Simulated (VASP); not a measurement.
A run of VASP 6.6.1 is set up as follows.

POSCAR

```
CdTe
1.0
    0.0000000000      3.2799551172      3.2799551172
    3.2799551172      0.0000000000      3.2799551172
    3.2799551172      3.2799551172      0.0000000000
Cd Te
1 1
Direct
    0.0000000000      0.0000000000      0.0000000000
    0.2500000000      0.2500000000      0.2500000000
```

The input INCAR.step1:

```
SYSTEM = CdTe
  ALGO = Normal
  EDIFF = 1E-4
  ENCUT = 520
  GGA = PE
  ISMEAR = 0
  LASPH = .True.
  LCHARG = .False.
  LREAL = .False.
  LWAVE = .True.
  NBANDS = 16
  NELM = 80
  PREC = Accurate
  SIGMA = 0.01
```

File INCAR.step2:

```
SYSTEM = CdTe
  ALGO = Normal
  EDIFF = 1E-6
  ENCUT = 520
  ISIF = 2
  ISMEAR = 0
  ISTART = 1
  LASPH = .True.
  LCHARG = .False.
  LMIXTAU = .True.
  LREAL = .False.
  LWAVE = .False.
  METAGGA = R2SCAN
  NBANDS = 16
  NELM = 80
  PREC = Accurate
  SIGMA = 0.01
```

The input KPOINTS:

```
k-points
0
Gamma
  5 5 5
  0 0 0
```

Potentials or basis: VASP PAW PBE potentials, release 64 (Cd, Te).

Launch:

```console
$ cat potpaw_PBE.64/Cd/POTCAR potpaw_PBE.64/Te/POTCAR > POTCAR
$ cp INCAR.step1 INCAR
$ mpirun -np 1 vasp_std > vasp.out
$ cp INCAR.step2 INCAR
$ mpirun -np 1 vasp_std > vasp.out
```

(1) Predict the pressure.

(2) What does it give for the band gap on the k mesh?

## Answers

(1) 0.1 GPa.

(2) 1.15 eV, direct.

Caveat: the PAW data sets were made with another functional, which shifts forces and pressure a little; spin-orbit coupling is left out, which moves the levels of the heavy elements.
